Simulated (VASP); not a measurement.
Write the native input for VASP 6.6.1 that does the following.

```yaml
Task: relaxation of shape and atoms at fixed volume
Functional: r2SCAN
Potentials_or_basis: VASP PAW PBE potentials, release 64 (Bi_d)
Cutoff: 600 eV
k_mesh: 12 × 12 × 10
Occupations: gaussian, width 0.1 eV
Spin: no spin polarisation
Dipole_correction: no
Further_INCAR_settings: ALGO = Normal; EDIFF = 1e-06; IBRION = 2; EDIFFG = -0.01; NSW = 50; ISIF = 4
```

Crystal: Bi.

```
CELL_PARAMETERS angstrom
4.44367 0.00000 0.00000
-2.22183 3.84833 0.00000
0.00000 0.00000 4.27137
ATOMIC_POSITIONS crystal
Bi 0.33333 0.66667 0.25000
Bi 0.66667 0.33333 0.75000
```

This cell differs from its parent crystal: volume scaled by 1.06.

The input as run:

POSCAR

```
Bi
1.0
    4.4436671907      0.0000000000      0.0000000000
   -2.2218335953      3.8483286731      0.0000000000
    0.0000000000      0.0000000000      4.2713720761
Bi
2
Direct
    0.3333333333      0.6666666667      0.2500000000
    0.6666666667      0.3333333333      0.7500000000
```

INCAR.step1

```
  PREC = Accurate
  ENCUT = 600
  ISMEAR = 0
  SIGMA = 0.1
  LREAL = False
  LASPH = True
  NELM = 60
  GGA = PE
  ALGO = Normal
  EDIFF = 1E-4
  LWAVE = True
  LCHARG = False
```

INCAR.step2

```
  PREC = Accurate
  ENCUT = 600
  EDIFF = 1E-6
  ISMEAR = 0
  SIGMA = 0.1
  LREAL = False
  LASPH = True
  NELM = 60
  ALGO = Normal
  ISIF = 4
  LWAVE = False
  LCHARG = False
  METAGGA = R2SCAN
  LMIXTAU = True
  IBRION = 2
  NSW = 50
  EDIFFG = -0.01
  ISTART = 1
```

KPOINTS

```
regular mesh
0
Gamma
  12 12 10
```

Potentials or basis: VASP PAW PBE potentials, release 64 (Bi_d).

Command:

```bash
$ cat potpaw_PBE.64/Bi_d/POTCAR > POTCAR
$ cp INCAR.step1 INCAR
$ mpirun -np 1 vasp_std > vasp.out
$ cp INCAR.step2 INCAR
$ mpirun -np 1 vasp_std > vasp.out
```

It gave:

```json
{
 "Energy gained by relaxing": "0.5 meV/atom",
 "Ionic steps": "3",
 "Pressure after relaxing": "-2.2 GPa",
 "Band gap on the k mesh": "zero (band 15 reaches 6.59 eV, above the bottom of band 16 at 4.19 eV)"
}
```

Caveat: the PAW data sets were made with another functional, which shifts forces and pressure a little; spin-orbit coupling is left out, which moves the levels of the heavy elements.

Wall time 15 min on 1 thread of AMD EPYC 9R45 96-Core Processor (Zen 5) (shared host), peak memory 0.3 GiB.
